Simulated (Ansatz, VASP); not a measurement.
## One calculation of CdH2O2, two programs

Contents of INCAR:

```
PREC     = Accurate       # precision mode
ENCUT    = 700            # plane-wave cutoff, eV
EDIFF    = 1E-6           # SCF threshold, eV
ISMEAR   = 0              # smearing method
SIGMA    = 0.05           # smearing width, eV
LREAL    = F              # projectors in reciprocal space
LASPH    = T              # aspherical terms in the spheres
NELM     = 120            # most SCF steps
ALGO     = Normal         # electronic algorithm
ISIF     = 2              # what is computed and relaxed
LWAVE    = F              # write WAVECAR
LCHARG   = F              # write CHGCAR
GGA      = PS             # functional
NBANDS   = 25             # bands
GGA_COMPAT= F
```

The input KPOINTS:

```
regular mesh
0
Gamma
  9 9 6
```

Contents of POSCAR:

```
CdH2O2
1.0
    3.5155259648      0.0000000000      0.0000000000
   -1.7577629824      3.0445347931      0.0000000000
    0.0000000000      0.0000000000      4.6429792900
Cd H O
1 2 2
Direct
    0.0000000000      0.0000000000      0.0000000000
    0.6666666667      0.3333333333      0.5509607200
    0.3333333333      0.6666666667      0.4490392800
    0.6666666667      0.3333333333      0.7593720000
    0.3333333333      0.6666666667      0.2406280000
```

Input for Ansatz:

```yaml
crystal:
  lattice:
    - [3.5155259648, 0.0, 0.0]
    - [-1.7577629824, 3.0445347931, 0.0]
    - [0.0, 0.0, 4.64297929]
  atoms:
    - { symbol: Cd, position: [0.0, 0.0, 0.0] }
    - { symbol: H, position: [0.6666666667, 0.3333333333, 0.55096072] }
    - { symbol: H, position: [0.3333333333, 0.6666666667, 0.44903928] }
    - { symbol: O, position: [0.6666666667, 0.3333333333, 0.759372] }
    - { symbol: O, position: [0.3333333333, 0.6666666667, 0.240628] }
basis:
  ecutwfc: 420
kpoints:
  mp_grid: { grid: [9, 9, 6] }
hamiltonian:
  xc: pbesol
scf:
  occupations: { method: gaussian, width: 0.05 }
output:
  forces: true
  stress: true
  eigenvalues: true
```

Alike in both runs: task single point; functional PBEsol; k mesh 9 × 9 × 6; occupations gaussian, width 0.05 eV; no spin polarisation.

|  | VASP | Ansatz |
| --- | --- | --- |
| version | VASP 6.6.1 | Ansatz 0.2.0 |
| potentials or method | VASP PAW PBE potentials, release 64 (Cd_sv_GW, H, O), cutoff 700 eV | scalar-relativistic, plane waves, PAW |
| valence electrons in the cell | 34 | 34 |

Ansatz gave:

```
gap on the k mesh at the Fermi level (eV)                     : 1.63
least direct gap on the mesh (eV)                             : 1.96
pressure (GPa)                                                : -0.6
traceless stress, the component that is largest in VASP (GPa) : 1.88
rms of the force components (eV/Å)                            : 0.294
```

**Question.** Estimate VASP's values.

**Answer.** gap on the k mesh at the Fermi level (eV): 1.62; least direct gap on the mesh (eV): 1.96; pressure (GPa): -0.6; traceless stress, the component that is largest in VASP (GPa): 2.47; rms of the force components (eV/Å): 0.360.

VASP's potentials were made for PBE, not for PBEsol. Atom by atom the forces differ by 0.067 eV/Å (rms over components).
